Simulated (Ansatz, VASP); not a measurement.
**Rb in VASP and in Ansatz**

INCAR

```
PREC = Accurate
ENCUT = 520
EDIFF = 1E-6
ISMEAR = -1
SIGMA = 0.1
LREAL = False
LASPH = True
NELM = 100
ALGO = Normal
ISIF = 2
LWAVE = False
LCHARG = False
GGA = B5
ALDAX = 1.0
AGGAX = 1.0
AGGAC = 1.0
ALDAC = 0.0
NBANDS = 16
```

Contents of KPOINTS:

```
regular mesh
0
Gamma
  8 8 5
```

Contents of POSCAR:

```
Rb
1.0
    5.0506566251      0.0000000000      0.0000000000
   -2.5253283125      4.3739969431      0.0000000000
    0.0000000000      0.0000000000      8.3155134186
Rb
2
Direct
    0.3333333333      0.6666666667      0.2500000000
    0.6666666667      0.3333333333      0.7500000000
```

Input for Ansatz:

```yaml
crystal:
  lattice:
    - [5.0506566251, 0.0, 0.0]
    - [-2.5253283125, 4.3739969431, 0.0]
    - [0.0, 0.0, 8.3155134186]
  atoms:
    - { symbol: Rb, position: [0.3333333333, 0.6666666667, 0.25] }
    - { symbol: Rb, position: [0.6666666667, 0.3333333333, 0.75] }
hamiltonian:
  xc: blyp
  pseudopotentials:
    kind: paw
    azcp:
      Rb: "pseudopotentials/Rb.paw.azcp"
basis:
  ecutwfc: 420
  fft_grid_basis: typed
kpoints:
  mp_grid: { grid: [8, 8, 5], shift: [0, 0, 0] }
magnetization:
  spin_polarized: false
scf:
  occupations: { method: fermi_dirac, width: 0.1 }
  lower_state_search: "off"
output:
  stress: true
```

Alike in both runs: task single point; functional BLYP; k mesh 8 × 8 × 5; occupations fermi-dirac, width 0.1 eV; no spin polarisation.

```csv
,VASP,Ansatz
version,VASP 6.6.1,Ansatz 0.2.0
potentials or method,"VASP PAW PBE potentials, release 64 (Rb_sv), cutoff 520 eV","plane waves (420 eV) with PAW, scalar-relativistic"
valence electrons in the cell,18,18
```

```csv
,VASP,Ansatz,Ansatz less VASP
pressure (GPa),0.1,0.1,-0.01
```

VASP's potentials were made for PBE, not for BLYP.
